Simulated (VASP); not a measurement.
Write the native input for VASP 6.6.1 that does the following.

```yaml
Task: single point
Functional: PBE
Dispersion: D3(BJ)
Potentials_or_basis: VASP PAW PBE potentials, release 64 (Si, C)
Cutoff: 520 eV
k_mesh: 12 × 12 × 2
Occupations: gaussian, width 0.02 eV
Spin: no spin polarisation
Dipole_correction: no
Further_INCAR_settings: ALGO = Normal; EDIFF = 1e-06; NBANDS = 36
```

The structure of SiC lies in POSCAR:

```
SiC
1.0
    3.0731337775      0.0000000000      0.0000000000
   -1.5365668888      2.6614119205      0.0000000000
    0.0000000000      0.0000000000     15.0787028652
Si C
6 6
Direct
    0.0000000000      0.0000000000      0.1250287987
    0.0000000000      0.0000000000      0.6250287987
    0.3333333333      0.6666666667      0.2918191928
    0.6666666667      0.3333333333      0.7918191928
    0.3333333333      0.6666666667      0.9583134218
    0.6666666667      0.3333333333      0.4583134218
    0.0000000000      0.0000000000     -0.0003070527
    0.0000000000      0.0000000000      0.4996929473
    0.3333333333      0.6666666667      0.1668274463
    0.6666666667      0.3333333333      0.6668274463
    0.3333333333      0.6666666667      0.8333181930
    0.6666666667      0.3333333333      0.3333181930
```

These files were run (other wordings do the same):

INCAR

```
SYSTEM = SiC
ALGO     = Normal         ! electronic algorithm
EDIFF    = 1E-6           ! SCF threshold, eV
ENCUT    = 520            ! plane-wave cutoff, eV
GGA      = PE             ! functional
ISIF     = 2              ! what is computed and relaxed
ISMEAR   = 0              ! smearing method
IVDW     = 12             ! dispersion correction
LASPH    = .TRUE.         ! aspherical terms in the spheres
LCHARG   = .FALSE.        ! write CHGCAR
LREAL    = .FALSE.        ! projectors in reciprocal space
LWAVE    = .FALSE.        ! write WAVECAR
NBANDS   = 36             ! bands
NELM     = 60             ! most SCF steps
PREC     = Accurate       ! precision mode
SIGMA    = 0.02           ! smearing width, eV
```

KPOINTS

```
k-points
0
G
  12 12 2
  0 0 0
```

Potentials or basis: VASP PAW PBE potentials, release 64 (Si, C).

Launch:

```console
$ cat potpaw_PBE.64/Si/POTCAR potpaw_PBE.64/C/POTCAR > POTCAR
$ mpirun -np 1 vasp_std > vasp.out
```

Results of the run:

```yaml
Pressure: -0.1 GPa
Band_gap_on_the_k_mesh: 2.02 eV, indirect (least direct gap 3.12 eV)
Dispersion_energy_per_atom: -0.303 eV
```

It took 2.2 min on 1 thread of Intel(R) Xeon(R) Platinum 8488C (Sapphire Rapids), on a shared host, peak memory 0.3 GiB.
